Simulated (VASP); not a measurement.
Input of a VASP 6.6.1 run:

POSCAR

```
H7ClO3
1.0
    3.7361195099     -5.0178371500      0.0000000000
    3.7361195099      5.0178371500      0.0000000000
   -3.6585804227      0.0000000000      5.5829077375
H Cl O
14 2 6
Direct
    0.1954194600      0.1795307400      0.5540582800
    0.3175565600      0.0769293000      0.3977762200
    0.1795307400      0.1954194600      0.0540582800
    0.0769293000      0.3175565600      0.8977762200
    0.8216019100      0.6896392800      0.7607533800
    0.5349842100      0.4656805200      0.6201953000
    0.4656805200      0.5349842100      0.1201953000
    0.6896392800      0.8216019100      0.2607533800
    0.4839083300      0.0509807500      0.7238724100
    0.5907815600      0.7892090100      0.7242719900
    0.4323963900      0.9333244300      0.8910193700
    0.0509807500      0.4839083300      0.2238724100
    0.7892090100      0.5907815600      0.2242719900
    0.9333244300      0.4323963900      0.3910193700
    0.8572990400      0.1789896000      0.5252312300
    0.1789896000      0.8572990400      0.0252312300
    0.3591176100      0.1903268200      0.5619995800
    0.1903268200      0.3591176100      0.0619995800
    0.6445645900      0.6366855500      0.6458723900
    0.6366855500      0.6445645900      0.1458723900
    0.5503601700      0.9780181500      0.8268518400
    0.9780181500      0.5503601700      0.3268518400
```

File INCAR.step1:

```
ALGO = Normal
EDIFF = 1E-4
ENCUT = 520
GGA = PE
ISMEAR = -1
LASPH = T
LCHARG = F
LREAL = Auto
LWAVE = T
NBANDS = 49
NELM = 100
PREC = Accurate
SIGMA = 0.02
```

File INCAR.step2:

```
ALGO = Normal
EDIFF = 1E-8
ENCUT = 520
ISIF = 2
ISMEAR = -1
ISTART = 1
LASPH = T
LCHARG = F
LEFG = T
LMIXTAU = T
LREAL = Auto
LWAVE = F
METAGGA = R2SCAN
NBANDS = 49
NELM = 100
PREC = Accurate
SIGMA = 0.02
```

Contents of KPOINTS:

```
k-points
0
Gamma
  4 4 4
```

Potentials or basis: VASP PAW PBE potentials, release 64 (H, Cl, O).

Command:

```console
$ cat potpaw_PBE.64/H/POTCAR potpaw_PBE.64/Cl/POTCAR potpaw_PBE.64/O/POTCAR > POTCAR
$ cp INCAR.step1 INCAR
$ mpirun -np 1 vasp_std > vasp.out
$ cp INCAR.step2 INCAR
$ mpirun -np 1 vasp_std > vasp.out
```

Q: What does it give for the band gap on the k mesh?

A: 5.90 eV, indirect (the least direct gap lies 3.4 meV higher).

Q: Estimate the largest force.

A: 0.026 eV/Å.

Q: Predict the pressure.

A: 0.0 GPa.

Electric field gradients, principal values (V/Å²):
```tsv
atom	least	middle	greatest (by size)
1 H	-14.466	-17.958	32.424
2 H	-15.509	-18.530	34.039
3 H	-14.466	-17.958	32.424
4 H	-15.509	-18.530	34.039
5 H	-13.166	-16.823	29.990
6 H	-9.817	-13.165	22.982
7 H	-9.817	-13.165	22.982
8 H	-13.166	-16.823	29.990
9 H	-13.297	-17.361	30.659
10 H	-1.969	-3.598	5.566
11 H	-14.480	-18.699	33.179
12 H	-13.297	-17.361	30.659
13 H	-1.969	-3.598	5.566
14 H	-14.480	-18.699	33.179
15 Cl	-1.555	-11.829	13.384
16 Cl	-1.555	-11.829	13.384
17 O	4.905	107.353	-112.259
18 O	4.905	107.353	-112.259
19 O	35.093	85.284	-120.378
20 O	35.093	85.284	-120.378
21 O	21.313	104.441	-125.754
22 O	21.313	104.441	-125.754
```

Caveat: without QUAD_EFG the Cq values of the log hold for a quadrupole moment of 1 mb, not for the nuclei; the PAW data sets were made with another functional, which shifts forces and pressure a little. r2SCAN opens gaps a little over a GGA but as a rule still falls short of measured ones.
